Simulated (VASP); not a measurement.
# C19O in VASP: a series of runs

Runs on C19O. Level: LDA. Tasks: single point.

All numbers are computed with VASP 6.6.1; they aren't measurements. Logs are shortened: lines on timing, memory, paths and dates and some standing lists are left out, and cuts for length are marked.

### 1 The cell of the first run

The cell holds a slab with vacuum, 20 atoms: a = 7.398 Å, b = 7.398 Å, c = 12.000 Å, α = 90.00°, β = 90.00°, γ = 120.00°.

### 2 Single point, LDA

INCAR reads:

```
  PREC = Accurate
  ENCUT = 520
  EDIFF = 1E-7
  ISMEAR = 0
  SIGMA = 0.05
  LREAL = Auto
  LASPH = T
  NELM = 60
  ALGO = Normal
  ISIF = 2
  LWAVE = F
  LCHARG = T
  LELF = T
  LVHAR = T
  NBANDS = 57
```

KPOINTS reads:

```
Automatic mesh
0
Gamma
  2 2 1
```

POSCAR reads:

```
C19O
1.0
    7.3980000000      0.0000000000      0.0000000000
   -3.6990000000      6.4068560000      0.0000000000
    0.0000000000      0.0000000000     12.0000000000
C O
19 1
Direct
    0.0077644153      0.0012049592      0.0714882500
    0.2277310870      0.1111737177      0.0707175833
    0.0067013512      0.3321880498      0.0715795833
    0.2287868741      0.4432217612      0.0720480000
    0.0053933118      0.6665927875      0.0716408333
    0.2300658988      0.7790260933      0.0707692500
    0.3401772941     -0.0009814486      0.0689975833
    0.5622960886      0.1100485168      0.0679532500
    0.3387564332      0.3332968620      0.0715180000
    0.5634089991      0.4455614423      0.0714444167
    0.3411224367      0.6679237055      0.0717963333
    0.5610952317      0.7780020341      0.0715123333
    0.6721127014      0.0001670086      0.0696845000
    0.8966793542      0.1122881488      0.0711585833
    0.6744040196      0.3343922511      0.0701156667
    0.8943370075      0.4444312468      0.0714135833
    0.6733298791      0.6655086364      0.0719761667
    0.8954248278      0.7765428160      0.0716364167
    0.4586741471      0.9984802218      0.3009752500
    0.3455424717      0.8849121941      0.3636575833
```

Potentials or basis: VASP PAW LDA potentials, release 64 (C, O).

Started as:

```
> cat potpaw_LDA.64/C/POTCAR potpaw_LDA.64/O/POTCAR > POTCAR
> mpirun -np 1 vasp_std > vasp.out
```

OUTCAR:

```text
PREC = Accurate
   ENCUT = 520
   EDIFF = 1E-7
   ISMEAR = 0
   LREAL = Auto
   LASPH = T
   NELM = 60
   ISIF = 2

 ion  position               nearest neighbor table
   1  0.008  0.001  0.071-   2 1.41  14 1.42  18 1.44
   2  0.228  0.111  0.071-   1 1.41   9 1.42   7 1.44
   3  0.007  0.332  0.072-  14 1.41   4 1.42  16 1.44
   4  0.229  0.443  0.072-   9 1.41   3 1.42  11 1.44
   5  0.005  0.667  0.072-  18 1.41  16 1.42   6 1.44
   6  0.230  0.779  0.071-   7 1.41  11 1.42   5 1.44
[... 10 lines left out ...]
  17  0.673  0.666  0.072-  10 1.41  18 1.42  12 1.44
  18  0.895  0.777  0.072-   5 1.41  17 1.42   1 1.44
  19  0.459  0.998  0.301-  20 1.13
  20  0.346  0.885  0.364-  19 1.13

  LATTYP: Found a hexagonal cell.
 ALAT       =     7.3980000000
 C/A-ratio  =     1.6220600162

  Lattice vectors:

 A1 = (   7.3980000000,   0.0000000000,   0.0000000000)
 A2 = (  -3.6990000000,   6.4068560000,   0.0000000000)
 A3 = (   0.0000000000,   0.0000000000,  12.0000000000)

Analysis of symmetry for initial positions (statically):
=====================================================================
 Subroutine PRICEL returns:
 Original cell was already a primitive cell.

 Routine SETGRP: Setting up the symmetry group for a
 hexagonal supercell.

 Subroutine GETGRP returns: Found  1 space group operations
 (whereof  1 operations were pure point group operations)
 out of a pool of 24 trial point group operations.

The static configuration has the point symmetry C_1 .

Analysis of symmetry for dynamics (positions and initial velocities):
=====================================================================
 Subroutine PRICEL returns:
 Original cell was already a primitive cell.

 Routine SETGRP: Setting up the symmetry group for a
 hexagonal supercell.

 Subroutine GETGRP returns: Found  1 space group operations
 (whereof  1 operations were pure point group operations)
 out of a pool of 24 trial point group operations.

The dynamic configuration has the point symmetry C_1 .

 Subroutine INISYM returns: Found  1 space group operations
 (whereof  1 operations are pure point group operations),
 and found     1 'primitive' translations

----------------------------------------------------------------------------------------

                                     Primitive cell

  volume of cell :     568.7750

  direct lattice vectors                    reciprocal lattice vectors
     7.398000000  0.000000000  0.000000000     0.135171668  0.078041398  0.000000000
    -3.699000000  6.406856000  0.000000000     0.000000000  0.156082796  0.000000000
     0.000000000  0.000000000 12.000000000     0.000000000  0.000000000  0.083333333

  length of vectors
     7.398000000  7.398000054 12.000000000     0.156082797  0.156082796  0.083333333

  position of ions in fractional coordinates (direct lattice)
     0.007764415  0.001204959  0.071488250
     0.227731087  0.111173718  0.070717583
     0.006701351  0.332188050  0.071579583
     0.228786874  0.443221761  0.072048000
     0.005393312  0.666592788  0.071640833
     0.230065899  0.779026093  0.070769250
[... 12 lines left out ...]
     0.458674147  0.998480222  0.300975250
     0.345542472  0.884912194  0.363657583

  ion indices of the primitive-cell ions
   primitive index   ion index
                 1           1
                 2           2
                 3           3
                 4           4
                 5           5
                 6           6
[... 12 lines left out ...]
                19          19
                20          20

----------------------------------------------------------------------------------------

 KPOINTS: Automatic mesh

Automatic generation of k-mesh.
 Grid dimensions read from file:
 generate k-points for:    2    2    1

 Generating k-lattice:

  Cartesian coordinates                     Fractional coordinates (reciprocal lattice)
     0.067585834  0.039020699  0.000000000     0.500000000  0.000000000  0.000000000
     0.000000000  0.078041398  0.000000000     0.000000000  0.500000000  0.000000000
     0.000000000  0.000000000  0.083333333     0.000000000  0.000000000  1.000000000

  Length of vectors
     0.078041399  0.078041398  0.083333333

  Shift w.r.t. Gamma in fractional coordinates (k-lattice)
     0.000000000  0.000000000  0.000000000

 Subroutine IBZKPT returns following result:
 ===========================================

 Found      4 irreducible k-points:

 Following reciprocal coordinates:
            Coordinates               Weight
  0.000000  0.000000  0.000000      1.000000
  0.500000  0.000000  0.000000      1.000000
  0.000000  0.500000  0.000000      1.000000
  0.500000  0.500000  0.000000      1.000000
   k-points           NKPTS =      4   k-points in BZ     NKDIM =      4   number of bands    NBANDS=     57
   number of dos      NEDOS =    301   number of ions     NIONS =     20
   total plane-waves  NPLWV = 282240
   dimension x,y,z NGX =    56 NGY =   56 NGZ =   90
   dimension x,y,z NGXF=   112 NGYF=  112 NGZF=  180
   ions per type =              19   1
   NGX,Y,Z   is equivalent  to a cutoff of  12.58, 12.58, 12.47 a.u.
   NGXF,Y,Z  is equivalent  to a cutoff of  25.17, 25.17, 24.94 a.u.
 SYSTEM =  unknown system
   PREC   = accura    normal or accurate (medium, high low for compatibility)
   ISTART =      0    job   : 0-new  1-cont  2-samecut
   ICHARG =      2    charge: 1-file 2-atom 10-const
   ISPIN  =      1    spin polarized calculation?
   LNONCOLLINEAR =      F non collinear calculations
   LSORBIT =      F    spin-orbit coupling
   LASPH  =      T    aspherical Exc in radial PAW
   ENCUT  =  520.0 eV  38.22 Ry    6.18 a.u.  13.76 13.76 22.31*2*pi/ulx,y,z
   NELM   =     60;   NELMIN=  2; NELMDL= -5     # of ELM steps
   EDIFF  = 0.1E-06   stopping-criterion for ELM
   LREAL  =      T    real-space projection
   EDIFFG = 0.1E-05   stopping-criterion for IOM
   NSW    =      0    number of steps for IOM
   IBRION =     -1    ionic relax: 0-MD 1-quasi-New 2-CG
   NFREE  =      0    steps in history (QN), initial steepest desc. (CG)
   ISIF   =      2    stress and relaxation
   ISYM   =      2    0-nonsym 1-usesym 2-fastsym
   POTIM  = 0.5000    time-step for ionic-motion
   TEBEG  =    0.0;   TEEND  =   0.0 temperature during run
   PSTRESS=    0.0 pullay stress
   NELECT =      82.0000    total number of electrons
   NUPDOWN=      -1.0000    fix difference up-down
   EMIN   =  10.00;   EMAX   =-10.00  energy-range for DOS
   EFERMI =   0.00;   METHOD = LEGACY
   ISMEAR =     0;   SIGMA  =   0.05  broadening in eV -4-tet -1-fermi 0-gaus
   EFERMI_NEDOS =   21; number of points for ismear=-14 and -15
   IALGO  =     38    algorithm
   IMIX   =      4    mixing-type and parameters
     AMIX     =   0.40;   BMIX     =  1.00
     AMIX_MAG =   1.60;   BMIX_MAG =  1.00
  volume/ion in A,a.u.               =      28.44       191.91
  Fermi-wavevector in a.u.,A,eV,Ry     =   0.858419  1.622176 10.025902  0.736883
  Thomas-Fermi vector in A             =   1.975621
   LORBIT       =      0    0 simple, 1 ext, 2 COOP (PROOUT), +10 PAW based schemes
   GGA     = CA    functional components
   LHFCALC =     F    Hartree Fock is set to
   AEXX    =    0.0000 exact exchange contribution
   IVDW    =     0    specifies the selected vdW correction
   LEPSILON=     F    determine dielectric tensor
   LRPA    =     F    only Hartree local field effects (RPA)
 non-spin polarized calculation
 Gauss-broadening in eV      SIGMA  =   0.05
  energy-cutoff  :      520.00
  volume of cell :      568.78
 maximum number of plane-waves:     15363
 NGX is ok and might be reduce to    56
   NGX = 27   NGY = 27   NGZ = 45

 number of electron      82.0000003 magnetization

 Free energy of the ion-electron system (eV)
  ---------------------------------------------------
  ext. energy  EPLUGINS =         0.00000000
  ---------------------------------------------------
  free energy    TOTEN  =      -196.69353619 eV

  energy without entropy =     -196.69318240  energy(sigma->0) =     -196.69335930

 E-fermi :  -1.7385     XC(G=0):  -4.2610

 val. band max:       -1.8361464469   @ k =   0.0000   0.0000   0.0000
 cond. band min:      -1.6395702796   @ k =   0.0000   0.0000   0.0000
 fundamental gap:      0.1965761674
 Fermi energy:        -1.7385063947

 k-point     1 :       0.0000    0.0000    0.0000
  band No.  band energies     occupation
      1     -26.5316      2.00000
      2     -21.0320      2.00000
      3     -18.5442      2.00000
      4     -18.5349      2.00000
      5     -18.4625      2.00000
      6     -18.4512      2.00000
[... 45 lines left out ...]
     52       3.2289      0.00000
     53       3.2537      0.00000

 k-point     2 :       0.5000    0.0000    0.0000
  band No.  band energies     occupation
      1     -26.5316      2.00000
      2     -20.3876      2.00000
      3     -20.3763      2.00000
      4     -19.1415      2.00000
      5     -19.0520      2.00000
      6     -16.6607      2.00000
[... 45 lines left out ...]
     52       3.7416      0.00000
     53       4.1195      0.00000

 k-point     3 :       0.0000    0.5000    0.0000
  band No.  band energies     occupation
      1     -26.5316      2.00000
      2     -20.3872      2.00000
      3     -20.3767      2.00000
      4     -19.1402      2.00000
      5     -19.0533      2.00000
      6     -16.6591      2.00000
[... 45 lines left out ...]
     52       3.7408      0.00000
     53       4.1197      0.00000

 k-point     4 :       0.5000    0.5000    0.0000
  band No.  band energies     occupation
      1     -26.5316      2.00000
      2     -20.3821      2.00000
      3     -20.3818      2.00000
      4     -19.1426      2.00000
      5     -19.0506      2.00000
      6     -16.6603      2.00000
[... 45 lines left out ...]
     52       3.8349      0.00000
     53       4.0945      0.00000
 [bands above 53 left out]

------------------------ aborting loop because EDIFF is reached ----------------------------------------

  FORCE on cell =-STRESS in cart. coord.  units (eV):
  Direction    XX          YY          ZZ          XY          YZ          ZX
  --------------------------------------------------------------------------------------
  -------------------------------------------------------------------------------------
  Total       -8.8457146     -8.5135283      1.0027413      0.3881400     -0.7221077     -0.3776993
  in kB      -24.9174141    -23.9816815      2.8246131      1.0933482     -2.0340987     -1.0639377
  external PRESSURE =     -15.3581609 kB  Pullay stress =       0.0000000 kB

 VOLUME and BASIS-vectors are now :
 -----------------------------------------------------------------------------
  energy-cutoff  :      520.00
  volume of cell :      568.78
      direct lattice vectors                 reciprocal lattice vectors
     7.398000000  0.000000000  0.000000000     0.135171668  0.078041398  0.000000000
    -3.699000000  6.406856000  0.000000000     0.000000000  0.156082796  0.000000000
     0.000000000  0.000000000 12.000000000     0.000000000  0.000000000  0.083333333

 POSITION                                       TOTAL-FORCE (eV/Angst)
 -----------------------------------------------------------------------------------
      0.05298      0.00772      0.85786        -0.001056     -0.005772     -0.015830
      1.27352      0.71227      0.84861         0.004242      0.003984     -0.018257
     -1.17919      2.12828      0.85895         0.005217     -0.000747     -0.013367
      0.05309      2.83966      0.86458         0.001134      0.005183     -0.003803
     -2.42583      4.27076      0.85969         0.001973     -0.002458     -0.009077
     -1.17959      4.99111      0.84923        -0.000430      0.003255     -0.008315
[... 12 lines left out ...]
     -0.30011      6.39712      3.61170         0.473453      0.789859     -0.575210
     -0.71697      5.66951      4.36389        -0.478875     -0.825385      0.776507
 -----------------------------------------------------------------------------------
    total drift:                                0.006866     -0.011647      0.024555

  FREE ENERGIE OF THE ION-ELECTRON SYSTEM (eV)
  ---------------------------------------------------
  free  energy   TOTEN  =      -196.6935361946 eV

  energy  without entropy=     -196.6931824007  energy(sigma->0) =     -196.69335930
```

Run time: 6 min. Hardware: 1 thread of Oxide Virtual Turin-like, shared host; peak memory 0.43 GiB.

What came out:

* Free energy: -196.6935 eV
* Largest force: 1.230 eV/Å
* Band gap on the k mesh: 0.20 eV, direct

Forces in eV/Å, atoms in the order of the input:
```
C   -0.001 -0.006 -0.016
C    0.004  0.004 -0.018
C    0.005 -0.001 -0.013
C    0.001  0.005 -0.004
C    0.002 -0.002 -0.009
C    0.000  0.003 -0.008
C    0.001  0.003  0.009
C   -0.004  0.003  0.005
C    0.006  0.010 -0.012
C   -0.002  0.008 -0.022
C   -0.004 -0.002 -0.012
C    0.009 -0.001 -0.021
C   -0.003 -0.004 -0.015
C    0.004 -0.003 -0.018
C   -0.002  0.007 -0.016
C   -0.004  0.006 -0.018
C    0.001  0.002 -0.011
C   -0.008  0.002 -0.003
C    0.473  0.790 -0.575
O   -0.479 -0.825  0.777
```

Levels at points of the mesh, in eV from the valence-band top:
```
           k point  band 38  band 39  band 40  band 41  band 42  band 43  band 44  band 45
(0.00, 0.00, 0.00)    -2.93    -2.93    -0.02     0.00     0.20     0.21     2.46     2.55
(0.50, 0.00, 0.00)    -2.56    -2.53    -2.47    -2.25     1.67     2.30     2.43     2.57
(0.00, 0.50, 0.00)    -2.55    -2.54    -2.50    -2.23     1.66     2.29     2.45     2.56
(0.50, 0.50, 0.00)    -2.58    -2.53    -2.47    -2.24     1.67     2.31     2.42     2.56
```

Caveat: the k points lie up to 0.49 Å⁻¹ apart.

### 3 Single point, LDA

INCAR reads:

```
SYSTEM = C19O
PREC = Accurate ; ENCUT = 520
EDIFF = 1E-6 ; ISMEAR = 0
SIGMA = 0.05 ; LREAL = Auto
LASPH = .True. ; NELM = 60
ALGO = Normal ; ISIF = 2
LWAVE = .False. ; LCHARG = .False.
NBANDS = 57
```

KPOINTS reads:

```
Automatic mesh
0
Gamma
  2 2 1
  0 0 0
```

POSCAR reads:

```
C19O
1.0
    7.3980000000      0.0000000000      0.0000000000
   -3.6990000000      6.4068560000      0.0000000000
    0.0000000000      0.0000000000     12.0000000000
C O
19 1
Direct
    0.0109154492      0.0006719364      0.0702365833
    0.2306642785      0.1105345586      0.0697305000
    0.0095134635      0.3316987302      0.0702980000
    0.2320355569      0.4429216140      0.0705470833
    0.0085142662      0.6664148531      0.0701857500
    0.2329182884      0.7786527432      0.0695205833
    0.3428054389     -0.0016362160      0.0686299167
    0.5654365350      0.1096913993      0.0685350833
    0.3419137005      0.3330869306      0.0703335000
    0.5663017424      0.4452436577      0.0703052500
    0.3442058827      0.6673149826      0.0703448333
    0.5639505431      0.7771930569      0.0703623333
    0.6752383103     -0.0001613896      0.0695742500
    0.8996641924      0.1120164087      0.0702101667
    0.6775375668      0.3339361771      0.0695881667
    0.8972386850      0.4438109737      0.0701890000
    0.6761349531      0.6649798279      0.0705678333
    0.8986645442      0.7762752901      0.0702975000
    0.4522006361      1.0244794014      0.3047940833
    0.3916037499      0.8693096895      0.3480410833
```

Potentials or basis: VASP PAW LDA potentials, release 64 (C, O).

Started as:

```
> cat potpaw_LDA.64/C/POTCAR potpaw_LDA.64/O/POTCAR > POTCAR
> mpirun -np 1 vasp_std > vasp.out
```

Wall time 4.3 min (1 thread of Oxide Virtual Turin-like, shared host); peak memory 0.43 GiB.

Results (log left out):

```yaml
Free_energy: -196.7311 eV
Largest_force: 1.026 eV/Å
Band_gap_on_the_k_mesh: 0.21 eV, direct
```

Forces on the atoms (eV/Å):
```
C    0.000 -0.008 -0.006
C   -0.001  0.001 -0.006
C   -0.003 -0.001 -0.001
C   -0.004  0.005 -0.001
C   -0.004  0.004 -0.008
C   -0.008 -0.010 -0.008
C    0.001  0.000  0.003
C    0.006  0.001  0.001
C   -0.002 -0.003 -0.008
C    0.004  0.000 -0.009
C   -0.001 -0.002 -0.007
C    0.000 -0.005 -0.007
C    0.006  0.000  0.003
C   -0.003 -0.002 -0.007
C    0.002  0.001 -0.006
C   -0.002  0.001 -0.009
C    0.003 -0.001 -0.005
C    0.007 -0.001 -0.001
C   -0.136  0.948 -0.333
O    0.135 -0.928  0.415
```

Levels at points of the mesh, in eV from the valence-band top:
```csv
k point,band 39,band 40,band 41,band 42,band 43,band 44
"(0.00, 0.00, 0.00)",-2.92,0.00,0.00,0.21,0.23,2.53
"(0.50, 0.00, 0.00)",-2.51,-2.48,-2.24,1.71,2.33,2.44
"(0.00, 0.50, 0.00)",-2.52,-2.48,-2.22,1.72,2.35,2.44
"(0.50, 0.50, 0.00)",-2.52,-2.47,-2.22,1.69,2.37,2.48
```

Caveat: the k points lie up to 0.49 Å⁻¹ apart.
